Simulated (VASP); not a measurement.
# YCu2S2 (P-3m1) in VASP: single point with PBEsol

Aim: the single point of YCu2S2 with PBEsol.

All numbers are computed with VASP 6.6.1; they aren't measurements. Logs are shortened: lines on timing, memory, paths and dates and some standing lists are left out, and cuts for length are marked.

## (1) The cell of the first run

It takes space group P-3m1 (No. 164, trigonal). Conventional cell: a = 3.927 Å, b = 3.927 Å, c = 6.414 Å, α = 90.00°, β = 90.00°, γ = 120.00°. Within 3.7 Å of Y (site symmetry -3m) lie 6 S at 2.84 Å and 6 Cu at 3.15 Å. Within 3.2 Å of Cu (site symmetry 3m) lie 4 S at 2.32 to 2.51 Å and 3 Cu at 3.04 Å and 3 Y at 3.15 Å. S (site symmetry 3m) has 4 Cu at 2.32 to 2.51 Å and 3 Y at 2.84 Å within 3.1 Å.

## (2) Single point, PBEsol, collinear spin

Input file INCAR:

```
PREC = Accurate ; ENCUT = 520
EDIFF = 1E-7 ; ISMEAR = -1
SIGMA = 0.15 ; LREAL = False
LASPH = True ; NELM = 150
ALGO = Fast ; ISIF = 2
LWAVE = False ; LCHARG = False
ISPIN = 2 ; MAGMOM = 0.2 0.2 0.2 0.2 0.2
LORBIT = 11 ; LMAXMIX = 4
GGA = PS ; NBANDS = 34
```

Input file KPOINTS:

```
Automatic mesh
0
Gamma
  7 7 4
```

Input file POSCAR:

```
YCu2S2
1.0
    3.9274040000      0.0000000000      0.0000000000
   -1.9637020000      3.4012320000      0.0000000000
    0.0000000000      0.0000000000      6.4141120000
Y Cu S
1 2 2
Direct
    0.0000000000      0.0000000000      0.0000000000
    0.6666670000      0.3333330000      0.6583610000
    0.3333330000      0.6666670000      0.3416390000
    0.6666670000      0.3333330000      0.2673940000
    0.3333330000      0.6666670000      0.7326060000
```

Potentials or basis: VASP PAW PBE potentials, release 64 (Y_sv, Cu, S).

Command:

```console
> cat potpaw_PBE.64/Y_sv/POTCAR potpaw_PBE.64/Cu/POTCAR potpaw_PBE.64/S/POTCAR > POTCAR
> mpirun -np 1 vasp_std > vasp.out
```

OUTCAR:

```text
PREC = Accurate
   ENCUT = 520
   EDIFF = 1E-7
   ISMEAR = -1
   LREAL = False
   LASPH = True
   NELM = 150
   ISIF = 2
   ISPIN = 2
   LORBIT = 11
   GGA = PS

 ion  position               nearest neighbor table
   1  0.000  0.000  0.000-   4 2.84   5 2.84   4 2.84   5 2.84   4 2.84   5 2.84   2 3.15   3 3.15
                             3 3.15   2 3.15   2 3.15   3 3.15
   2  0.667  0.333  0.658-   5 2.32   5 2.32   5 2.32   4 2.51   1 3.15   1 3.15   1 3.15
   3  0.333  0.667  0.342-   4 2.32   4 2.32   4 2.32   5 2.51   1 3.15   1 3.15   1 3.15
   4  0.667  0.333  0.267-   3 2.32   3 2.32   3 2.32   2 2.51   1 2.84   1 2.84   1 2.84
   5  0.333  0.667  0.733-   2 2.32   2 2.32   2 2.32   3 2.51   1 2.84   1 2.84   1 2.84

  LATTYP: Found a hexagonal cell.
 ALAT       =     3.9274040000
 C/A-ratio  =     1.6331683728

  Lattice vectors:

 A1 = (   3.9274040000,   0.0000000000,   0.0000000000)
 A2 = (  -1.9637020000,   3.4012320000,   0.0000000000)
 A3 = (   0.0000000000,   0.0000000000,   6.4141120000)

Analysis of symmetry for initial positions (statically):
=====================================================================
 Subroutine PRICEL returns:
 Original cell was already a primitive cell.

 Routine SETGRP: Setting up the symmetry group for a
 hexagonal supercell.

 Subroutine GETGRP returns: Found 12 space group operations
 (whereof 12 operations were pure point group operations)
 out of a pool of 24 trial point group operations.

The static configuration has the point symmetry D_3d.

Analysis of symmetry for dynamics (positions and initial velocities):
=====================================================================
 Subroutine PRICEL returns:
 Original cell was already a primitive cell.

 Routine SETGRP: Setting up the symmetry group for a
 hexagonal supercell.

 Subroutine GETGRP returns: Found 12 space group operations
 (whereof 12 operations were pure point group operations)
 out of a pool of 24 trial point group operations.

The dynamic configuration has the point symmetry D_3d.

Analysis of structural, dynamic, and magnetic symmetry:
=====================================================================
 Subroutine PRICEL returns:
 Original cell was already a primitive cell.

 Routine SETGRP: Setting up the symmetry group for a
 hexagonal supercell.

 Subroutine GETGRP returns: Found 12 space group operations
 (whereof 12 operations were pure point group operations)
 out of a pool of 24 trial point group operations.
[... 135 lines left out ...]
   IVDW    =     0    specifies the selected vdW correction
   LEPSILON=     F    determine dielectric tensor
   LRPA    =     F    only Hartree local field effects (RPA)
 spin polarized calculation
 RMM-DIIS sequential band-by-band and
  energy-cutoff  :      520.00
  volume of cell :       85.68
 maximum number of plane-waves:      2340
 NGX is ok and might be reduce to    30
   NGX = 15   NGY = 15   NGZ = 23

 number of electron      44.9999980 magnetization       0.0000100

 number of electron      44.9999980 magnetization      -0.0000019

 Free energy of the ion-electron system (eV)
  ---------------------------------------------------
  ext. energy  EPLUGINS =         0.00000000
  ---------------------------------------------------
  free energy    TOTEN  =       -28.67149124 eV

  energy without entropy =      -28.52742819  energy(sigma->0) =      -28.59945972

 E-fermi :   7.2998     XC(G=0): -11.0332

 val. band max:        7.2876699957   @ k =   0.1429   0.0000   0.5000
 cond. band min:       7.3607765087   @ k =   0.1429   0.0000   0.0000
 fundamental gap:      0.0731065130
 Fermi energy:         7.2997870209

 spin component 1

 k-point     1 :       0.0000    0.0000    0.0000
  band No.  band energies     occupation
      1     -36.2240      1.00000
      2     -16.3932      1.00000
      3     -16.1960      1.00000
      4     -16.1960      1.00000
      5      -8.4429      1.00000
      6      -7.3877      1.00000
[... 877 lines left out ...]
     33      14.7195      0.00000
     34      15.0305      0.00000

 [... further k-points ...]

 spin component 2

 k-point     1 :       0.0000    0.0000    0.0000
  band No.  band energies     occupation
      1     -36.2240      1.00000
      2     -16.3932      1.00000
      3     -16.1960      1.00000
      4     -16.1960      1.00000
      5      -8.4429      1.00000
      6      -7.3877      1.00000
[... 877 lines left out ...]
     33      14.4973      0.00000
     34      14.9497      0.00000

 [... further k-points ...]
[... 5 lines left out ...]
  --------------------------------------------------------------------------------------
  -------------------------------------------------------------------------------------
  Total       -2.2369478     -2.2369483     -2.0872956      0.0000000      0.0000000      0.0000000
  in kB      -41.8300196    -41.8300286    -39.0315822      0.0000000      0.0000000      0.0000000
  external PRESSURE =     -40.8972101 kB  Pullay stress =       0.0000000 kB

 VOLUME and BASIS-vectors are now :
 -----------------------------------------------------------------------------
  energy-cutoff  :      520.00
  volume of cell :       85.68
      direct lattice vectors                 reciprocal lattice vectors
     3.927404000  0.000000000  0.000000000     0.254621119  0.147005556  0.000000000
    -1.963702000  3.401232000  0.000000000     0.000000000  0.294011111  0.000000000
     0.000000000  0.000000000  6.414112000     0.000000000  0.000000000  0.155906227

 POSITION                                       TOTAL-FORCE (eV/Angst)
 -----------------------------------------------------------------------------------
      0.00000      0.00000      0.00000        -0.000000      0.000000      0.000000
      1.96370      1.13374      4.22280         0.000000     -0.000000      0.049998
     -0.00000      2.26749      2.19131        -0.000000      0.000000     -0.049998
      1.96370      1.13374      1.71510         0.000000     -0.000000      0.045042
     -0.00000      2.26749      4.69902        -0.000000      0.000000     -0.045042
 -----------------------------------------------------------------------------------
    total drift:                               -0.000000      0.000000      0.000000

  FREE ENERGIE OF THE ION-ELECTRON SYSTEM (eV)
  ---------------------------------------------------
  free  energy   TOTEN  =       -28.6714912414 eV

  energy  without entropy=      -28.5274281920  energy(sigma->0) =      -28.59945972

 total charge

# of ion       s       p       d       f       tot
--------------------------------------------------
    1        2.144   6.275   1.087   0.054   9.561
    2        0.371   0.363   9.262   0.000   9.996
    3        0.371   0.363   9.262   0.000   9.996
    4        1.304   2.375   0.000   0.000   3.679
    5        1.304   2.375   0.000   0.000   3.679
--------------------------------------------------
tot          5.494  11.749  19.612   0.054  36.910

 magnetization (x)

# of ion       s       p       d       f       tot
--------------------------------------------------
    1       -0.000   0.000  -0.000   0.000  -0.000
    2       -0.000  -0.000   0.000   0.000   0.000
    3       -0.000  -0.000   0.000   0.000   0.000
    4        0.000   0.000   0.000   0.000   0.000
    5        0.000   0.000   0.000   0.000   0.000
--------------------------------------------------
tot         -0.000   0.000   0.000   0.000   0.000
```

stdout:

```text
POSCAR found type information on POSCAR Y CuS
[... 29 lines left out ...]
 num prob  num prob  num prob  num prob  num prob  num prob  num prob  num prob  num prob  num prob  num prob  num prob  num prob  num prob  num prob  num prob  num prob  num prob  num prob  num prob  num prob  num prob  num prob  num prob  num prob  num prob  num prob  num prob WARNING in EDDRMM: call to ZHEGV failed, returncode =   6  3     28
 num prob  num prob  num prob  num prob  num prob  num prob  num prob  num prob  num prob  num prob  num prob  num prob  num prob  num prob  num prob  num prob  num prob  num prob  num prob  num prob  num prob  num prob  num prob  num prob  num prob  num prob  num prob  num prob RMM:  22    -0.286714912414E+02   -0.26751E-07   -0.33252E-07  4084   0.249E-03
```

It took 3.1 min on 1 thread of AMD EPYC 9R45 (Zen 5), shared host; peak memory 0.29 GiB.

Results:

| Property | Result |
| --- | --- |
| Free energy | -28.6715 eV |
| Pressure | -4.1 GPa |
| Largest force | 0.050 eV/Å |
| Net moment | 0.00 μB per cell |
| Valence electrons inside the program's atomic spheres | Y 9.56; Cu 10.00; S 3.68 |

Forces in eV/Å, atoms in the order of the input:
```
Y    0.000  0.000  0.000
Cu   0.000  0.000  0.050
Cu   0.000  0.000 -0.050
S    0.000  0.000  0.045
S    0.000  0.000 -0.045
```

Levels at points of the mesh, in eV from the Fermi level:
Spin up:
| k point | band 19 | band 20 | band 21 | band 22 | band 23 | band 24 | band 25 | band 26 | band 27 | band 28 |
| --- | --- | --- | --- | --- | --- | --- | --- | --- | --- | --- |
| (0.00, 0.00, 0.00) | -2.24 | -1.80 | -1.40 | -1.40 | -0.47 | 0.21 | 0.37 | 0.72 | 0.72 | 1.85 |
| (0.00, 0.00, 0.50) | -2.11 | -2.11 | -1.75 | -1.75 | -0.39 | 0.69 | 0.78 | 0.78 | 1.70 | 2.53 |
Spin down:
```csv
k point,band 20,band 21,band 22,band 23,band 24,band 25,band 26,band 27
"(0.00, 0.00, 0.00)",-1.80,-1.40,-1.40,-0.47,0.21,0.37,0.72,0.72
"(0.00, 0.00, 0.50)",-2.11,-1.75,-1.75,-0.39,0.69,0.78,0.78,1.70
```

Caveat: the cell stands under tension; the PAW data sets were made with another functional, which shifts forces and pressure a little. With open d or f shells a metallic result of PBEsol can be an artefact of self-interaction; +U or a hybrid may open a gap.
